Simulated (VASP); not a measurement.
# Si (Fd-3m) in VASP: vibrations by perturbation theory with PBE

Aim: the vibrations by perturbation theory of Si with PBE.

All numbers are computed with VASP 6.6.1; they aren't measurements. Logs are shortened: lines on timing, memory, paths and dates and some standing lists are left out, and cuts for length are marked.

## Step 1: The cell of the first run

Symmetry: Fd-3m, No. 227, cubic system. The conventional cell has a = 5.470 Å, b = 5.470 Å, c = 5.470 Å, α = 90.00°, β = 90.00°, γ = 90.00°. Within 3.1 Å of Si (site symmetry -43m) lie 4 Si at 2.37 Å.

## Step 2: Vibrations by perturbation theory, PBE

File INCAR:

```
PREC = Accurate
ENCUT = 520
EDIFF = 1E-8
ISMEAR = 0
SIGMA = 0.01
LREAL = F
LASPH = T
NELM = 100
ALGO = Normal
ISIF = 2
LWAVE = F
LCHARG = F
GGA = PE
NBANDS = 11
IBRION = 8
NSW = 1
LEPSILON = T
```

File KPOINTS:

```
regular mesh
0
Gamma
  8 8 8
```

File POSCAR:

```
Si
1.0
    0.0000000000      2.7352072584      2.7352072584
    2.7352072584      0.0000000000      2.7352072584
    2.7352072584      2.7352072584      0.0000000000
Si
2
Direct
    0.2500000000      0.2500000000      0.2500000000
    0.0000000000      0.0000000000      0.0000000000
```

Potentials or basis: VASP PAW PBE potentials, release 64 (Si).

Launch:

```
> cat potpaw_PBE.64/Si/POTCAR > POTCAR
> mpirun -np 1 vasp_std > vasp.out
```

OUTCAR:

```text
PREC = Accurate
   ENCUT = 520
   EDIFF = 1E-8
   ISMEAR = 0
   LREAL = F
   LASPH = T
   NELM = 100
   ISIF = 2
   GGA = PE
   IBRION = 8
   NSW = 1
   LEPSILON = T

 ion  position               nearest neighbor table
   1  0.250  0.250  0.250-   2 2.37   2 2.37   2 2.37   2 2.37
   2  0.000  0.000  0.000-   1 2.37   1 2.37   1 2.37   1 2.37

  LATTYP: Found a face centered cubic cell.
 ALAT       =     5.4704145168

  Lattice vectors:

 A1 = (   0.0000000000,   2.7352072584,   2.7352072584)
 A2 = (   2.7352072584,   0.0000000000,   2.7352072584)
 A3 = (   2.7352072584,   2.7352072584,   0.0000000000)

Analysis of symmetry for initial positions (statically):
=====================================================================
 Subroutine PRICEL returns:
 Original cell was already a primitive cell.

 Routine SETGRP: Setting up the symmetry group for a
 face centered cubic supercell.

 Subroutine GETGRP returns: Found 48 space group operations
 (whereof 24 operations were pure point group operations)
 out of a pool of 48 trial point group operations.

The static configuration has the point symmetry T_d .
 The point group associated with its full space group is O_h .

Analysis of symmetry for dynamics (positions and initial velocities):
=====================================================================
 Subroutine PRICEL returns:
 Original cell was already a primitive cell.

 Routine SETGRP: Setting up the symmetry group for a
 face centered cubic supercell.

 Subroutine GETGRP returns: Found 48 space group operations
 (whereof 24 operations were pure point group operations)
 out of a pool of 48 trial point group operations.

The dynamic configuration has the point symmetry T_d .
 The point group associated with its full space group is O_h .

 Subroutine INISYM returns: Found 48 space group operations
 (whereof 24 operations are pure point group operations),
 and found     1 'primitive' translations

[... 561 lines left out ...]
     0.00542  0.00000  0.00000
     0.00000 -0.00165 -8.66880
     0.00000 -8.66880 -0.00165

 MACROSCOPIC STATIC DIELECTRIC TENSOR (including local field effects in DFT)
 ------------------------------------------------------
          14.149039    -0.000000     0.000000
          -0.000000    14.149039     0.000000
          -0.000000    -0.000000    14.149039
 ------------------------------------------------------

 PIEZOELECTRIC TENSOR (including local field effects)  for field in x, y, z        (e  Angst)
          XX          YY          ZZ          XY          YZ          ZX
  --------------------------------------------------------------------------------
  x     0.00000     0.00000     0.00000     0.00000     0.00000     0.00000
  y     0.00000     0.00000    -0.00000     0.00000     0.00000    -0.00000
  z     0.00000     0.00000     0.00000    -0.00000     0.00000     0.00000

 PIEZOELECTRIC TENSOR (including local field effects)  for field in x, y, z        (C/m^2)
          XX          YY          ZZ          XY          YZ          ZX
  --------------------------------------------------------------------------------
  x     0.00000     0.00000     0.00000     0.00000     0.00000     0.00000
  y     0.00000     0.00000    -0.00000     0.00000     0.00000    -0.00000
  z     0.00000     0.00000     0.00000    -0.00000     0.00000     0.00000

 BORN EFFECTIVE CHARGES (including local field effects) (in |e|, cummulative output)
 ---------------------------------------------------------------------------------
 ion    1
    1     0.00000    -0.00000     0.00000
    2     0.00000     0.00000     0.00000
    3     0.00000     0.00000     0.00000
 ion    2
    1    -0.00000     0.00000     0.00000
    2     0.00000    -0.00000     0.00000
    3    -0.00000     0.00000    -0.00000

 INTERNAL STRAIN TENSOR FOR ION    2 for displacements in x,y,z  (eV/Angst):
          X           Y           Z          XY          YZ          ZX
  --------------------------------------------------------------------------------
  x    -0.00000     0.00000     0.00000     0.00000     8.66880     0.00000
  y     0.00000     0.00000     0.00000     0.00000     0.00000     8.66880
  z     0.00000     0.00000    -0.00000     8.66880     0.00000     0.00000

 SECOND DERIVATIVES (NOT SYMMETRIZED)
 ------------------------------------
               1X          1Y          1Z          2X          2Y          2Z
  1X   -13.043087    0.000000    0.000000   13.043087    0.000000    0.000000
  1Y     0.000000  -13.043087    0.000000    0.000000   13.043087    0.000000
  1Z     0.000000    0.000000  -13.043087    0.000000    0.000000   13.043087
  2X    13.043087    0.000000    0.000000  -13.043087    0.000000    0.000000
  2Y     0.000000   13.043087    0.000000    0.000000  -13.043087    0.000000
  2Z     0.000000    0.000000   13.043087    0.000000    0.000000  -13.043087

 Eigenvectors and eigenvalues of the dynamical matrix
 ----------------------------------------------------

   1 f  =   15.066720 THz    94.666992 2PiTHz  502.571674 cm-1    62.310918 meV
             X         Y         Z           dx          dy          dz
      1.367604  1.367604  1.367604     0.000000   -0.707107    0.000000
      0.000000  0.000000  0.000000     0.000000    0.707107    0.000000
[... 21 lines left out ...]
   6 f  =    0.000000 THz     0.000000 2PiTHz    0.000000 cm-1     0.000000 meV
             X         Y         Z           dx          dy          dz
      1.367604  1.367604  1.367604     0.000000    0.000000    0.707107
      0.000000  0.000000  0.000000     0.000000    0.000000    0.707107

--------------------------------------------------------------------------------------------------------

 MACROSCOPIC STATIC DIELECTRIC TENSOR IONIC CONTRIBUTION
 ------------------------------------------------------
           0.000000    -0.000000     0.000000
          -0.000000     0.000000    -0.000000
           0.000000    -0.000000     0.000000
 ------------------------------------------------------

 ELASTIC MODULI CONTR FROM IONIC RELAXATION (kBar)
 Direction    XX          YY          ZZ          XY          YZ          ZX
 --------------------------------------------------------------------------------
 XX          -0.0000     -0.0000      0.0000     -0.0000      0.0000     -0.0000
 YY          -0.0000     -0.0000     -0.0000     -0.0000     -0.0000     -0.0000
 ZZ           0.0000     -0.0000     -0.0000      0.0000     -0.0000     -0.0000
 XY          -0.0000     -0.0000      0.0000   -225.5523      0.0000      0.0000
 YZ           0.0000     -0.0000     -0.0000      0.0000   -225.5523      0.0000
 ZX          -0.0000     -0.0000     -0.0000      0.0000      0.0000   -225.5523
 --------------------------------------------------------------------------------

 PIEZOELECTRIC TENSOR IONIC CONTR  for field in x, y, z        (C/m^2)
          XX          YY          ZZ          XY          YZ          ZX
  --------------------------------------------------------------------------------
  x     0.00000    -0.00000    -0.00000    -0.00000    -0.00000     0.00000
  y    -0.00000    -0.00000    -0.00000     0.00000     0.00000    -0.00000
  z    -0.00000    -0.00000     0.00000    -0.00000    -0.00000     0.00000
```

Wall time 2.7 min (1 thread of AMD EPYC 7R13 (Zen 3), shared host); peak memory 0.21 GiB.

What came out:

- Electronic dielectric tensor (diagonal): 14.15
- Born charges (mean of the diagonal): Si +0.00 e
- Highest phonon frequency at Γ: 503 cm⁻¹

Phonon frequencies in cm⁻¹ (negative: imaginary):
```tsv
q point	frequencies
(0.000, 0.000, 0.000)	0 0 0 503 503 503
```

Electronic dielectric tensor:
```
14.15  0.00  0.00
 0.00 14.15  0.00
 0.00  0.00 14.15
```

Born effective charge tensors (e):
atom 1, Si
```
0.00 0.00 0.00
0.00 0.00 0.00
0.00 0.00 0.00
```
atom 2, Si
```
0.00 0.00 0.00
0.00 0.00 0.00
0.00 0.00 0.00
```
